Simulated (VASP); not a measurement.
# Ba (Fm-3m) in VASP: single point with LDA

Aim: the single point of Ba with LDA.

Everything below comes from runs of VASP 6.6.1. Logs are shortened: lines on timing, memory, paths and dates and some standing lists are left out, and cuts for length are marked.

## 1. The cell of the first run

It takes space group Fm-3m (No. 225, cubic). Conventional cell: a = 6.465 Å, b = 6.465 Å, c = 6.465 Å, α = 90.00°, β = 90.00°, γ = 90.00°.

This isn't the form of Ba at room conditions, which is bcc.

## 2. Single point, LDA

Input file INCAR:

```
PREC = Accurate ; ENCUT = 520
EDIFF = 1E-6 ; ISMEAR = 0
SIGMA = 0.15 ; LREAL = False
LASPH = True ; NELM = 80
ALGO = Normal ; ISIF = 2
LWAVE = False ; LCHARG = True
LELF = True ; LVHAR = True
NBANDS = 11
```

Input file KPOINTS:

```
Automatic mesh
0
Gamma
  14 14 14
```

Input file POSCAR:

```
Ba
1.0
    0.0000000000      3.2326650028      3.2326650028
    3.2326650028      0.0000000000      3.2326650028
    3.2326650028      3.2326650028      0.0000000000
Ba
1
Direct
    0.0000000000      0.0000000000      0.0000000000
```

Potentials or basis: VASP PAW LDA potentials, release 64 (Ba_sv).

Run with:

```bash
$ cat potpaw_LDA.64/Ba_sv/POTCAR > POTCAR
$ mpirun -np 1 vasp_std > vasp.out
```

OUTCAR:

```text
PREC = Accurate
   ENCUT = 520
   EDIFF = 1E-6
   ISMEAR = 0
   LREAL = False
   LASPH = True
   NELM = 80
   ISIF = 2

 ion  position               nearest neighbor table
   1  0.000  0.000  0.000-

  LATTYP: Found a face centered cubic cell.
 ALAT       =     6.4653300056

  Lattice vectors:

 A1 = (   0.0000000000,   3.2326650028,   3.2326650028)
 A2 = (   3.2326650028,   0.0000000000,   3.2326650028)
 A3 = (   3.2326650028,   3.2326650028,   0.0000000000)

Analysis of symmetry for initial positions (statically):
=====================================================================
 Subroutine PRICEL returns:
 Original cell was already a primitive cell.

 Routine SETGRP: Setting up the symmetry group for a
 face centered cubic supercell.

 Subroutine GETGRP returns: Found 48 space group operations
 (whereof 48 operations were pure point group operations)
 out of a pool of 48 trial point group operations.

The static configuration has the point symmetry O_h .

Analysis of symmetry for dynamics (positions and initial velocities):
=====================================================================
 Subroutine PRICEL returns:
 Original cell was already a primitive cell.

 Routine SETGRP: Setting up the symmetry group for a
 face centered cubic supercell.

 Subroutine GETGRP returns: Found 48 space group operations
 (whereof 48 operations were pure point group operations)
 out of a pool of 48 trial point group operations.

The dynamic configuration has the point symmetry O_h .

 Subroutine INISYM returns: Found 48 space group operations
 (whereof 48 operations are pure point group operations),
 and found     1 'primitive' translations

----------------------------------------------------------------------------------------

                                     Primitive cell

  volume of cell :      67.5635

  direct lattice vectors                    reciprocal lattice vectors
     0.000000000  3.232665003  3.232665003    -0.154671146  0.154671146  0.154671146
     3.232665003  0.000000000  3.232665003     0.154671146 -0.154671146  0.154671146
     3.232665003  3.232665003  0.000000000     0.154671146  0.154671146 -0.154671146

  length of vectors
     4.571678690  4.571678690  4.571678690     0.267898283  0.267898283  0.267898283

  position of ions in fractional coordinates (direct lattice)
     0.000000000  0.000000000  0.000000000

  ion indices of the primitive-cell ions
   primitive index   ion index
                 1           1

----------------------------------------------------------------------------------------

 KPOINTS: Automatic mesh

Automatic generation of k-mesh.
 Grid dimensions read from file:
 generate k-points for:   14   14   14

 Generating k-lattice:

  Cartesian coordinates                     Fractional coordinates (reciprocal lattice)
    -0.011047939  0.011047939  0.011047939     0.071428571  0.000000000  0.000000000
     0.011047939 -0.011047939  0.011047939     0.000000000  0.071428571  0.000000000
     0.011047939  0.011047939 -0.011047939     0.000000000  0.000000000  0.071428571

  Length of vectors
     0.019135592  0.019135592  0.019135592

  Shift w.r.t. Gamma in fractional coordinates (k-lattice)
     0.000000000  0.000000000  0.000000000

 Subroutine IBZKPT returns following result:
 ===========================================

 Found    104 irreducible k-points:

 Following reciprocal coordinates:
            Coordinates               Weight
  0.000000  0.000000  0.000000      1.000000
  0.071429  0.000000  0.000000      8.000000
  0.142857  0.000000  0.000000      8.000000
  0.214286  0.000000  0.000000      8.000000
  0.285714  0.000000  0.000000      8.000000
  0.357143  0.000000  0.000000      8.000000
[... 16 lines left out ...]
  0.214286  0.142857  0.000000     24.000000
  0.285714  0.142857  0.000000     24.000000
 [... further k-points ...]
   k-points           NKPTS =    104   k-points in BZ     NKDIM =    104   number of bands    NBANDS=     11
   number of dos      NEDOS =    301   number of ions     NIONS =      1
   total plane-waves  NPLWV =  46656
   dimension x,y,z NGX =    36 NGY =   36 NGZ =   36
   dimension x,y,z NGXF=    72 NGYF=   72 NGZF=   72
   ions per type =               1
   NGX,Y,Z   is equivalent  to a cutoff of  13.09, 13.09, 13.09 a.u.
   NGXF,Y,Z  is equivalent  to a cutoff of  26.18, 26.18, 26.18 a.u.
 SYSTEM =  unknown system
   PREC   = accura    normal or accurate (medium, high low for compatibility)
   ISTART =      0    job   : 0-new  1-cont  2-samecut
   ICHARG =      2    charge: 1-file 2-atom 10-const
   ISPIN  =      1    spin polarized calculation?
   LNONCOLLINEAR =      F non collinear calculations
   LSORBIT =      F    spin-orbit coupling
   LASPH  =      T    aspherical Exc in radial PAW
   ENCUT  =  520.0 eV  38.22 Ry    6.18 a.u.   8.50  8.50  8.50*2*pi/ulx,y,z
   NELM   =     80;   NELMIN=  2; NELMDL= -5     # of ELM steps
   EDIFF  = 0.1E-05   stopping-criterion for ELM
   LREAL  =      F    real-space projection
   EDIFFG = 0.1E-04   stopping-criterion for IOM
   NSW    =      0    number of steps for IOM
   IBRION =     -1    ionic relax: 0-MD 1-quasi-New 2-CG
   NFREE  =      0    steps in history (QN), initial steepest desc. (CG)
   ISIF   =      2    stress and relaxation
   ISYM   =      2    0-nonsym 1-usesym 2-fastsym
   POTIM  = 0.5000    time-step for ionic-motion
   TEBEG  =    0.0;   TEEND  =   0.0 temperature during run
   PSTRESS=    0.0 pullay stress
   NELECT =      10.0000    total number of electrons
   NUPDOWN=      -1.0000    fix difference up-down
   EMIN   =  10.00;   EMAX   =-10.00  energy-range for DOS
   EFERMI =   0.00;   METHOD = LEGACY
   ISMEAR =     0;   SIGMA  =   0.15  broadening in eV -4-tet -1-fermi 0-gaus
   EFERMI_NEDOS =   21; number of points for ismear=-14 and -15
   IALGO  =     38    algorithm
   IMIX   =      4    mixing-type and parameters
     AMIX     =   0.40;   BMIX     =  1.00
     AMIX_MAG =   1.60;   BMIX_MAG =  1.00
  volume/ion in A,a.u.               =      67.56       455.94
  Fermi-wavevector in a.u.,A,eV,Ry     =   0.865973  1.636451 10.203124  0.749908
  Thomas-Fermi vector in A             =   1.984294
   LORBIT       =      0    0 simple, 1 ext, 2 COOP (PROOUT), +10 PAW based schemes
   GGA     = CA    functional components
   LHFCALC =     F    Hartree Fock is set to
   AEXX    =    0.0000 exact exchange contribution
   IVDW    =     0    specifies the selected vdW correction
   LEPSILON=     F    determine dielectric tensor
   LRPA    =     F    only Hartree local field effects (RPA)
 non-spin polarized calculation
 Gauss-broadening in eV      SIGMA  =   0.15
  energy-cutoff  :      520.00
  volume of cell :       67.56
 maximum number of plane-waves:      1841
 NGX is ok and might be reduce to    36
   NGX = 17   NGY = 17   NGZ = 17

 number of electron      10.0000000 magnetization

 Free energy of the ion-electron system (eV)
  ---------------------------------------------------
  ext. energy  EPLUGINS =         0.00000000
  ---------------------------------------------------
  free energy    TOTEN  =        -2.17025980 eV

  energy without entropy =       -2.15146593  energy(sigma->0) =       -2.16086287

 E-fermi :   1.2553     XC(G=0):  -7.3894

 val. band max:        1.2485176650   @ k =  -0.2857   0.4286   0.2143
 cond. band min:       1.2637665134   @ k =   0.4286   0.3571   0.0000
 fundamental gap:      0.0152488484
 Fermi energy:         1.2552781545

 k-point     1 :       0.0000    0.0000    0.0000
  band No.  band energies     occupation
      1     -27.7147      2.00000
      2     -12.7158      2.00000
      3     -12.7158      2.00000
      4     -12.7158      2.00000
      5      -1.5083      2.00000
      6       2.8841      0.00000
      7       2.8841      0.00000
      8       2.8841      0.00000
      9       4.3193      0.00000
     10       4.3193      0.00000
     11       7.1384      0.00000

 k-point     2 :       0.0714    0.0000    0.0000
  band No.  band energies     occupation
      1     -27.7132      2.00000
      2     -12.7354      2.00000
      3     -12.7184      2.00000
      4     -12.7184      2.00000
      5      -1.4240      2.00000
      6       2.7825      0.00000
      7       2.9255      0.00000
      8       2.9255      0.00000
      9       4.2656      0.00000
     10       4.2656      0.00000
     11       7.3435      0.00000

 k-point     3 :       0.1429    0.0000    0.0000
  band No.  band energies     occupation
      1     -27.7091      2.00000
      2     -12.7896      2.00000
      3     -12.7254      2.00000
      4     -12.7254      2.00000
      5      -1.1819      2.00000
      6       2.5414      0.00000
      7       3.0205      0.00000
      8       3.0205      0.00000
      9       4.1678      0.00000
     10       4.1678      0.00000
     11       7.7569      0.00000

 k-point     4 :       0.2143    0.0000    0.0000
  band No.  band energies     occupation
      1     -27.7032      2.00000
      2     -12.8662      2.00000
      3     -12.7355      2.00000
      4     -12.7355      2.00000
      5      -0.8173      2.00000
      6       2.2780      0.00000
      7       3.0722      0.00000
      8       3.0722      0.00000
      9       4.1866      0.00000
     10       4.1866      0.00000
     11       7.4656      0.00000

 k-point     5 :       0.2857    0.0000    0.0000
  band No.  band energies     occupation
      1     -27.6965      2.00000
      2     -12.9490      2.00000
      3     -12.7466      2.00000
      4     -12.7466      2.00000
      5      -0.3957      2.00000
      6       2.0885      0.00000
      7       3.0057      0.00000
      8       3.0057      0.00000
      9       4.4365      0.00000
     10       4.4365      0.00000
     11       7.0391      0.00000
[... 211 lines left out ...]
 k-point    21 :      -0.0714    0.0714    0.0000
  band No.  band energies     occupation
      1     -27.7109      2.00000
      2     -12.7623      2.00000
      3     -12.7297      2.00000
      4     -12.7193      2.00000
      5      -1.2868      2.00000
      6       2.6330      0.00000
      7       2.9876      0.00000
      8       2.9916      0.00000
      9       4.0796      0.00000
     10       4.3087      0.00000
     11       7.6546      0.00000

 k-point    22 :       0.1429    0.1429    0.0000
  band No.  band energies     occupation
      1     -27.7073      2.00000
      2     -12.7876      2.00000
      3     -12.7416      2.00000
      4     -12.7416      2.00000
      5      -1.0729      2.00000
      6       2.3820      0.00000
      7       3.1481      0.00000
      8       3.1481      0.00000
      9       3.6417      0.00000
     10       4.4901      0.00000
     11       8.1459      0.00000

 k-point    23 :       0.2143    0.1429    0.0000
  band No.  band energies     occupation
      1     -27.7028      2.00000
      2     -12.8373      2.00000
      3     -12.7544      2.00000
      4     -12.7514      2.00000
      5      -0.7991      2.00000
      6       2.1707      0.00000
      7       3.1434      0.00000
      8       3.2743      0.00000
      9       3.5465      0.00000
     10       4.5744      0.00000
     11       8.4559      0.00000

 k-point    24 :       0.2857    0.1429    0.0000
  band No.  band energies     occupation
      1     -27.6970      2.00000
      2     -12.9051      2.00000
      3     -12.7669      2.00000
      4     -12.7631      2.00000
      5      -0.4213      2.00000
      6       1.9801      0.00000
      7       2.8676      0.00000
      8       3.3197      0.00000
      9       3.8617      0.00000
     10       4.7539      0.00000
     11       7.9792      0.00000

 [... further k-points ...]

------------------------ aborting loop because EDIFF is reached ----------------------------------------

  FORCE on cell =-STRESS in cart. coord.  units (eV):
  Direction    XX          YY          ZZ          XY          YZ          ZX
  --------------------------------------------------------------------------------------
  -------------------------------------------------------------------------------------
  Total       -0.6489464     -0.6489464     -0.6489464      0.0000000      0.0000000     -0.0000000
  in kB      -15.3888903    -15.3888903    -15.3888903      0.0000000      0.0000000     -0.0000000
  external PRESSURE =     -15.3888903 kB  Pullay stress =       0.0000000 kB

 VOLUME and BASIS-vectors are now :
 -----------------------------------------------------------------------------
  energy-cutoff  :      520.00
  volume of cell :       67.56
      direct lattice vectors                 reciprocal lattice vectors
     0.000000000  3.232665003  3.232665003    -0.154671146  0.154671146  0.154671146
     3.232665003  0.000000000  3.232665003     0.154671146 -0.154671146  0.154671146
     3.232665003  3.232665003  0.000000000     0.154671146  0.154671146 -0.154671146

 POSITION                                       TOTAL-FORCE (eV/Angst)
 -----------------------------------------------------------------------------------
      0.00000      0.00000      0.00000         0.000000      0.000000     -0.000000
 -----------------------------------------------------------------------------------
    total drift:                               -0.000000      0.000000      0.000000

  FREE ENERGIE OF THE ION-ELECTRON SYSTEM (eV)
  ---------------------------------------------------
  free  energy   TOTEN  =        -2.1702598018 eV

  energy  without entropy=       -2.1514659328  energy(sigma->0) =       -2.16086287
```

It took 52 s on 1 thread of Intel Xeon Platinum 8259CL at 2.50GHz (Skylake/Cascade Lake), shared host; peak memory 0.21 GiB.

What came out:

| Property | Result |
| --- | --- |
| Free energy | -2.1703 eV |
| Pressure | -1.5 GPa |
| Band gap on the k mesh | zero (bands 5 and 6 overlap by 0.22 eV) |

Levels at points of the mesh, in eV from the Fermi level:
| k point | band 1 | band 2 | band 3 | band 4 | band 5 | band 6 | band 7 | band 8 | band 9 | band 10 |
| --- | --- | --- | --- | --- | --- | --- | --- | --- | --- | --- |
| (0.00, 0.00, 0.00) | -28.97 | -13.97 | -13.97 | -13.97 | -2.76 | 1.63 | 1.63 | 1.63 | 3.06 | 3.06 |
| (0.50, 0.00, 0.00) | -28.94 | -14.34 | -14.02 | -14.02 | -0.97 | 0.93 | 1.51 | 1.51 | 4.17 | 4.17 |
| (0.50, 0.50, 0.00) | -28.93 | -14.32 | -14.11 | -14.11 | -0.75 | -0.15 | 1.85 | 4.18 | 4.50 | 4.50 |

Caveat: spin-orbit coupling is left out, which moves the levels of the heavy elements.
